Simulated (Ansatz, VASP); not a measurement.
One calculation of MnAs, two programs

The input INCAR:

```
  PREC = Accurate
  ENCUT = 520
  EDIFF = 1E-6
  ISMEAR = 0
  SIGMA = 0.05
  LREAL = F
  LASPH = T
  NELM = 150
  ALGO = Normal
  ISIF = 2
  LWAVE = F
  LCHARG = F
  ISPIN = 2
  MAGMOM = 3.96 0
  LORBIT = 11
  LMAXMIX = 4
  GGA = PE
  NBANDS = 20
```

KPOINTS

```
Automatic mesh
0
Gamma
  12 12 12
```

The input POSCAR:

```
MnAs
1.0
    0.0000000000      2.8671946955      2.8671946955
    2.8671946955      0.0000000000      2.8671946955
    2.8671946955      2.8671946955      0.0000000000
Mn As
1 1
Direct
    0.0000000000      0.0000000000      0.0000000000
    0.2500000000      0.2500000000      0.2500000000
```

Input for Ansatz:

```yaml
crystal:
  lattice:
    - [0.0, 2.8671946955, 2.8671946955]
    - [2.8671946955, 0.0, 2.8671946955]
    - [2.8671946955, 2.8671946955, 0.0]
  atoms:
    - { symbol: Mn, position: [0.0, 0.0, 0.0], spin: 3.96 }
    - { symbol: As, position: [0.25, 0.25, 0.25] }
basis:
  ecutwfc: 420
  ecutrho_ratio: 4
kpoints:
  mp_grid: { grid: [12, 12, 12] }
hamiltonian:
  xc: pbe
scf:
  occupations: { method: gaussian, width: 0.05 }
output:
  forces: true
  stress: true
  eigenvalues: true
  populations: true
  write_density: true
  write_potential: true
  elf: true
  volumetric_format: npy
magnetization:
  spin_polarized: true
```

Alike in both runs: task single point; functional PBE; k mesh 12 × 12 × 12; occupations gaussian, width 0.05 eV; collinear spin.

```csv
,VASP,Ansatz
version,VASP 6.6.1,Ansatz 0.2.0
potentials or method,"VASP PAW PBE potentials, release 64 (Mn_pv, As), cutoff 520 eV","scalar-relativistic, plane waves, PAW"
valence electrons in the cell,18,30
```

Ansatz gave:

```
gap on the k mesh at the Fermi level (eV)                     : none
pressure (GPa)                                                : -0.9
net moment per atom (μB)                                      : 1.97
size of the moment on the site where the two differ most (μB) : 3.70
```

**Question.** Estimate VASP's values.

**Answer.** gap on the k mesh at the Fermi level (eV): none; pressure (GPa): -0.9; net moment per atom (μB): 1.97; size of the moment on the site where the two differ most (μB): 3.81.

Site moments also hang on the region over which each program counts them. A gap of «none» marks a metal or a gap that the smearing closes. VASP's potentials hold 18 valence electrons a cell and Ansatz's 30, so a difference there can come from the potentials and not from the codes.
